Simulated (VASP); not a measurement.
Crystal: AlN.

```xyz
4
Lattice="3.3145 0.0000 0.0000 -1.6572 2.8704 0.0000 0.0000 0.0000 4.1862" Properties=species:S:1:pos:R:3 pbc="T T T"
Al    0.0000    1.9136    1.0466
Al    1.6572    0.9568    3.1397
N     1.6572    0.9568    1.0466
N     0.0000    1.9136    3.1397
```

* Program: VASP 6.6.1
* Task: relaxation of cell and atoms
* Functional: LDA
* Potentials or basis: VASP PAW LDA potentials, release 64 (Al, N)
* Cutoff: 600 eV
* k mesh: 12 × 12 × 6
* Occupations: fermi-dirac, width 0.02 eV
* Spin: no spin polarisation

At the start: pressure -8.6 GPa; volume 9.96 Å³/atom.

How do energy, volume and symmetry change on relaxing?

Over 10 steps the energy falls by 11.3 meV/atom and the volume is 9.55 Å³/atom (-4.1 %); space group P6_3/mmc (No. 194, to 0.05 Å).

The path:
| step | energy change (eV) | largest force (eV/Å) | pressure (GPa) | volume (Å³) |
| --- | --- | --- | --- | --- |
| 1 | 0.0000 | 0.0000 | -8.57 | 39.83 |
| 2 | -0.0057 | 0.0000 | 9.05 | 36.84 |
| 3 | -0.0439 | 0.0000 | -0.05 | 38.24 |
| 4 | -0.0439 | 0.0000 | 0.13 | 38.21 |
| 5 | -0.0451 | 0.0000 | 0.15 | 38.18 |
| 6 | -0.0454 | 0.0000 | 0.17 | 38.16 |
| 7 | -0.0454 | 0.0000 | 0.17 | 38.16 |
| 8 | -0.0454 | 0.0000 | 0.17 | 38.16 |
| 9 | -0.0454 | 0.0000 | -0.17 | 38.22 |
| 10 | -0.0454 | 0.0000 | 0.00 | 38.19 |

Final structure:
```
Al N
1.0
     3.27937    0.00000    0.00000
    -1.63968    2.84002    0.00000
     0.00000    0.00000    4.10064
Al N
2 2
Direct
  0.33333 0.66667 0.25000
  0.66667 0.33333 0.75000
  0.66667 0.33333 0.25000
  0.33333 0.66667 0.75000
```
